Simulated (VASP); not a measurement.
# Ir (P6_3/mmc) in VASP: further runs, part 2 of 2

VASP 6.6.1. The steps go on from the part before.

### Step 3. Single point, PBEsol, collinear spin, ferromagnetic start

This run uses another cell than the first one, of 12.42 Å³/atom, 0.936 times its volume.

INCAR reads:

```
SYSTEM = Ir
PREC = Accurate
ENCUT = 520
EDIFF = 1E-6
ISMEAR = 0
SIGMA = 0.15
LREAL = .False.
LASPH = .True.
NELM = 150
ALGO = Normal
ISIF = 2
LWAVE = .False.
LCHARG = .False.
ISPIN = 2
MAGMOM = 0.2 0.2
LORBIT = 11
NUPDOWN = 0.4
LMAXMIX = 4
GGA = PS
NBANDS = 20
```

KPOINTS reads:

```
regular mesh
0
Gamma
  21 21 12
  0 0 0
```

POSCAR reads:

```
Ir
1.0
    2.6053845842      0.0000000000      0.0000000000
   -1.3026922921      2.2563292365      0.0000000000
    0.0000000000      0.0000000000      4.2241311110
Ir
2
Direct
    0.6666666667      0.3333333333      0.7500000000
    0.3333333333      0.6666666667      0.2500000000
```

Potentials or basis: VASP PAW PBE potentials, release 64 (Ir).

Run with:

```
cat potpaw_PBE.64/Ir/POTCAR > POTCAR
mpirun -np 1 vasp_std > vasp.out
```

Run time: 3.5 min. Hardware: 1 thread of Oxide Virtual Turin-like, shared host; peak memory 0.29 GiB.

Results (log left out):

```
Free energy                                           : -18.7990 eV
Pressure                                              : 70.7 GPa
Net moment                                            : 0.40 μB per cell
Site moments                                          : Ir +0.19 μB
Valence electrons inside the program's atomic spheres : Ir 8.91
```

Stress tensor (GPa, compression positive):
```
70.09  0.00  0.00
 0.00 70.09  0.00
 0.00  0.00 71.78
```

Caveat: the PAW data sets were made with another functional, which shifts forces and pressure a little; the total moment is fixed, so each spin has its own Fermi level.

### Step 4. Single point, PBEsol, collinear spin, ferromagnetic start

This run uses another cell than the first one, of 12.42 Å³/atom, 0.936 times its volume.

INCAR reads:

```
PREC = Accurate ; ENCUT = 520
EDIFF = 1E-7 ; ISMEAR = 0
SIGMA = 0.15 ; LREAL = F
LASPH = T ; NELM = 150
ALGO = Normal ; ISIF = 2
LWAVE = F ; LCHARG = F
ISPIN = 2 ; MAGMOM = 0.4 0.4
LORBIT = 11 ; NUPDOWN = 0.8
LMAXMIX = 4 ; GGA = PS
NBANDS = 20
```

KPOINTS reads:

```
Automatic mesh
0
Gamma
  21 21 12
```

POSCAR is that of step 3.

Potentials or basis: VASP PAW PBE potentials, release 64 (Ir).

Run with:

```
cat potpaw_PBE.64/Ir/POTCAR > POTCAR
mpirun -np 1 vasp_std > vasp.out
```

OUTCAR:

```text
PREC = Accurate
   ENCUT = 520
   EDIFF = 1E-7
   ISMEAR = 0
   LREAL = F
   LASPH = T
   NELM = 150
   ISIF = 2
   ISPIN = 2
   LORBIT = 11
   NUPDOWN = 0.8
   GGA = PS

 ion  position               nearest neighbor table
   1  0.667  0.333  0.750-   2 2.59   2 2.59   2 2.59   2 2.59   2 2.59   2 2.59
   2  0.333  0.667  0.250-   1 2.59   1 2.59   1 2.59   1 2.59   1 2.59   1 2.59

  LATTYP: Found a hexagonal cell.
 ALAT       =     2.6053845842
 C/A-ratio  =     1.6213080927

  Lattice vectors:
[... 1323 lines left out ...]
  in kB      718.2761591    718.2761590    725.0372651      0.0000000     -0.0000000      0.0000000
  external PRESSURE =     720.5298611 kB  Pullay stress =       0.0000000 kB

 VOLUME and BASIS-vectors are now :
 -----------------------------------------------------------------------------
  energy-cutoff  :      520.00
  volume of cell :       24.83
      direct lattice vectors                 reciprocal lattice vectors
     2.605384584  0.000000000  0.000000000     0.383820495  0.221598866  0.000000000
    -1.302692292  2.256329237  0.000000000     0.000000000  0.443197732  0.000000000
     0.000000000  0.000000000  4.224131111     0.000000000  0.000000000  0.236735076

 POSITION                                       TOTAL-FORCE (eV/Angst)
 -----------------------------------------------------------------------------------
      1.30269      0.75211      3.16810         0.000000      0.000000      0.000000
     -0.00000      1.50422      1.05603         0.000000      0.000000      0.000000
 -----------------------------------------------------------------------------------
    total drift:                               -0.000000      0.000000     -0.000000

  FREE ENERGIE OF THE ION-ELECTRON SYSTEM (eV)
  ---------------------------------------------------
  free  energy   TOTEN  =       -18.7097148632 eV

  energy  without entropy=      -18.6874166936  energy(sigma->0) =      -18.69856578

 total charge

# of ion       s       p       d       tot
------------------------------------------
    1        0.752   0.941   7.219   8.911
    2        0.752   0.941   7.219   8.911
--------------------------------------------------
tot          1.503   1.882  14.437  17.822

 magnetization (x)

# of ion       s       p       d       tot
------------------------------------------
    1        0.003   0.006   0.379   0.388
    2        0.003   0.006   0.379   0.388
--------------------------------------------------
tot          0.005   0.012   0.759   0.776
```

stdout:

```text
POSCAR found type information on POSCAR Ir
 POSCAR found :  1 types and       2 ions
 scaLAPACK will be used
 -----------------------------------------------------------------------------
|                                                                             |
|                                                                             |
|     You enforced a specific xc type in the INCAR file but a different       |
|     I HOPE YOU KNOW WHAT YOU ARE DOING!                                     |
|                                                                             |
 -----------------------------------------------------------------------------

 LDA part: xc-table for (Slater+PW92), standard interpolation
 POSCAR, INCAR and KPOINTS ok, starting setup
 FFT: planning ... GRIDC
 FFT: planning ... GRID_SOFT
 FFT: planning ... GRID
 WAVECAR not read
 entering main loop
```

Wall time 4.9 min (1 thread of Oxide Virtual Turin-like, shared host); peak memory 0.29 GiB.

Results:

| Item | Value |
| --- | --- |
| Free energy | -18.7097 eV |
| Pressure | 72.1 GPa |
| Net moment | 0.80 μB per cell |
| Site moments | Ir +0.39 μB |
| Valence electrons inside the program's atomic spheres | Ir 8.91 |

Stress tensor (GPa, compression positive):
```
71.83  0.00  0.00
 0.00 71.83  0.00
 0.00  0.00 72.50
```

Caveat: the PAW data sets were made with another functional, which shifts forces and pressure a little; the total moment is fixed, so each spin has its own Fermi level.

### Step 5. Single point, PBEsol, collinear spin, ferromagnetic start

This run uses another cell than the first one, of 11.57 Å³/atom, 0.872 times its volume.

INCAR reads:

```
PREC = Accurate ; ENCUT = 520
EDIFF = 1E-7 ; ISMEAR = 0
SIGMA = 0.15 ; LREAL = False
LASPH = True ; NELM = 150
ALGO = Normal ; ISIF = 2
LWAVE = False ; LCHARG = False
ISPIN = 2 ; MAGMOM = 0.6 0.6
LORBIT = 11 ; NUPDOWN = 1.2
LMAXMIX = 4 ; GGA = PS
NBANDS = 20
```

KPOINTS reads:

```
regular mesh
0
Gamma
  21 21 12
```

POSCAR reads:

```
Ir
1.0
    2.5448121180      0.0000000000      0.0000000000
   -1.2724060590      2.2038719420      0.0000000000
    0.0000000000      0.0000000000      4.1259244814
Ir
2
Direct
    0.6666666667      0.3333333333      0.7500000000
    0.3333333333      0.6666666667      0.2500000000
```

Run with:

```
cat potpaw_PBE.64/Ir/POTCAR > POTCAR
mpirun -np 1 vasp_std > vasp.out
```

Run time: 4.6 min. Hardware: 1 thread of Oxide Virtual Turin-like, shared host; peak memory 0.28 GiB.

It converged, with:

```yaml
Free_energy: -17.4823 eV
Pressure: 133.6 GPa
Net_moment: 1.20 μB per cell
Site_moments: Ir +0.58 μB
```

Stress tensor (GPa, compression positive):
```
132.87   0.00   0.00
  0.00 132.87   0.00
  0.00   0.00 134.95
```

Caveat: the PAW data sets were made with another functional, which shifts forces and pressure a little; the total moment is fixed, so each spin has its own Fermi level.

### Step 6. Overview

```csv
fixed moment (μB),cell,pressure (GPa),moment (μB)
1.4,"a = 2.663, b = 2.663, c = 4.318 Å, angles 90.0, 90.0, 120.0°, 2 atoms",34.4,1.40
0.4,"a = 2.605, b = 2.605, c = 4.224 Å, angles 90.0, 90.0, 120.0°, 2 atoms",70.7,0.40
0.8,"a = 2.605, b = 2.605, c = 4.224 Å, angles 90.0, 90.0, 120.0°, 2 atoms",72.1,0.80
1.2,"a = 2.545, b = 2.545, c = 4.126 Å, angles 90.0, 90.0, 120.0°, 2 atoms",133.6,1.20
```

Alike in all rows: task single point; level PBEsol; potentials or basis VASP PAW PBE potentials, release 64 (Ir); spin collinear, ferromagnetic start; k mesh 21 × 21 × 12; cutoff (eV) 520; smearing gaussian 0.15 eV.

Caveats: the PAW data sets were made with another functional, which shifts forces and pressure a little; the total moment is fixed, so each spin has its own Fermi level.

Absolute energies hang on the potentials; compare differences alone.
